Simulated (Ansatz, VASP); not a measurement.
# One calculation of C, two programs

INCAR

```
  PREC = Accurate
  ENCUT = 520
  EDIFF = 1E-6
  ISMEAR = -1
  SIGMA = 0.05
  LREAL = False
  LASPH = True
  NELM = 80
  ALGO = Normal
  ISIF = 2
  LWAVE = False
  LCHARG = False
  GGA = PE
  NBANDS = 16
```

KPOINTS

```
regular mesh
0
Gamma
  14 14 4
```

Contents of POSCAR:

```
C
1.0
    2.4665665061      0.0000000000      0.0000000000
   -1.2332832531      2.1361092544      0.0000000000
    0.0000000000      0.0000000000      8.5267424969
C
4
Direct
    1.0000000000      1.0000000000      0.2500000000
    0.0000000000      0.0000000000      0.7500000000
    0.3333333333      0.6666666667      0.2500000000
    0.6666666667      0.3333333333      0.7500000000
```

Input for Ansatz:

```yaml
crystal:
  lattice:
    - [2.4665665061, 0.0, 0.0]
    - [-1.2332832531, 2.1361092544, 0.0]
    - [0.0, 0.0, 8.5267424969]
  atoms:
    - { symbol: C, position: [1.0, 1.0, 0.25] }
    - { symbol: C, position: [0.0, 0.0, 0.75] }
    - { symbol: C, position: [0.3333333333, 0.6666666667, 0.25] }
    - { symbol: C, position: [0.6666666667, 0.3333333333, 0.75] }
hamiltonian:
  xc: pbe
  pseudopotentials:
    kind: paw
    azcp:
      C: "pseudopotentials/C.paw.azcp"
basis:
  ecutwfc: 420
  fft_grid_basis: typed
kpoints:
  mp_grid: { grid: [14, 14, 4], shift: [0, 0, 0] }
magnetization:
  spin_polarized: false
scf:
  occupations: { method: fermi_dirac, width: 0.05 }
  lower_state_search: "off"
output:
  stress: true
  write_density: true
  write_potential: true
  elf: true
  volumetric_format: npy
```

Alike in both runs: task single point; functional PBE; k mesh 14 × 14 × 4; occupations fermi-dirac, width 0.05 eV; no spin polarisation.

|  | VASP | Ansatz |
| --- | --- | --- |
| version | VASP 6.6.1 | Ansatz 0.2.0 |
| potentials or method | VASP PAW PBE potentials, release 64 (C), cutoff 520 eV | plane waves (420 eV) with PAW, scalar-relativistic |
| valence electrons in the cell | 16 | 16 |

|  | VASP | Ansatz | Ansatz less VASP |
| --- | --- | --- | --- |
| pressure (GPa) | 0.3 | 0.0 | -0.35 |
| traceless stress, the component that is largest in VASP (GPa) | -0.35 | 0.06 | +0.411 |

With one functional, cell and mesh, what is left measures potentials, basis and numerics.
